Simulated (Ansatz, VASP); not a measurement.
## Ir in VASP and in Ansatz

```
CELL_PARAMETERS angstrom
0.00000 1.91560 1.91560
1.91560 0.00000 1.91560
1.91560 1.91560 0.00000
ATOMIC_POSITIONS crystal
Ir 0.00000 0.00000 0.00000
```

Alike in both runs: task single point; functional r2SCAN; k mesh 12 × 12 × 12; no spin polarisation.

|  | VASP | Ansatz |
| --- | --- | --- |
| version | VASP 6.6.1 | Ansatz 0.2.0 |
| potentials or method | VASP PAW PBE potentials, release 64 (Ir), cutoff 550 eV | plane waves, PAW |
| occupations | methfessel-paxton of order 1, width 0.05 eV | cold, width 0.05 eV |
| valence electrons in the cell | 9 | 17 |

|  | VASP | Ansatz | Ansatz less VASP |
| --- | --- | --- | --- |
| pressure (GPa) | 6.2 | 3.5 | -2.67 |

VASP's potentials were made for PBE, not for r2SCAN. VASP's potentials hold 9 valence electrons a cell and Ansatz's 17, so a difference there can come from the potentials and not from the codes.

Spin-orbit coupling is off throughout.
